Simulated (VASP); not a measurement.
Input of a VASP 6.6.1 run:

Contents of POSCAR:

```
BeTe
1.0
    1.7781904827     -4.0155502572      0.0000000000
    1.7781904827      4.0155502572      0.0000000000
    0.0000000000      0.0000000000      3.5009291406
Be Te
1 1
Direct
    0.5000000000      0.5000000000      0.5000000000
    0.0000000000      0.0000000000      0.0000000000
```

The input INCAR.step1:

```
PREC = Accurate
ENCUT = 520
EDIFF = 1E-5
ISMEAR = -1
SIGMA = 0.05
LREAL = False
LASPH = True
NELM = 60
ALGO = Normal
ISIF = 2
LWAVE = True
NBANDS = 11
GGA = PE
```

INCAR.step2

```
PREC = Accurate
ENCUT = 520
EDIFF = 1E-6
ISMEAR = -1
SIGMA = 0.05
LREAL = False
LASPH = True
NELM = 60
ALGO = Normal
ISIF = 2
LWAVE = False
LCHARG = True
GGA = PS
LHFCALC = True
AEXX = 0.25
PRECFOCK = Normal
LELF = True
LVHAR = True
NBANDS = 11
ISTART = 1
```

KPOINTS

```
regular mesh
0
Gamma
  4 4 4
```

Potentials or basis: VASP PAW PBE potentials, release 64 (Be, Te).

Launch:

```bash
$ cat potpaw_PBE.64/Be/POTCAR potpaw_PBE.64/Te/POTCAR > POTCAR
$ cp INCAR.step1 INCAR
$ mpirun -np 1 vasp_std > vasp.out
$ cp INCAR.step2 INCAR
$ mpirun -np 1 vasp_std > vasp.out
```

Task: Estimate the pressure.

Result: -0.6 GPa.

Task: What does it give for the band gap on the k mesh?

Result: Zero (bands 4 and 5 overlap by 2.42 eV).

Stress tensor (GPa, compression positive):
```
-1.20  0.00  0.00
 0.00 -0.52  0.00
 0.00  0.00 -0.07
```

Caveat: the k points lie up to 0.48 Å⁻¹ apart, too coarse for converged energies and pressures of a metal; the PAW data sets were made with another functional, which shifts forces and pressure a little; spin-orbit coupling is left out, which moves the levels of the heavy elements.
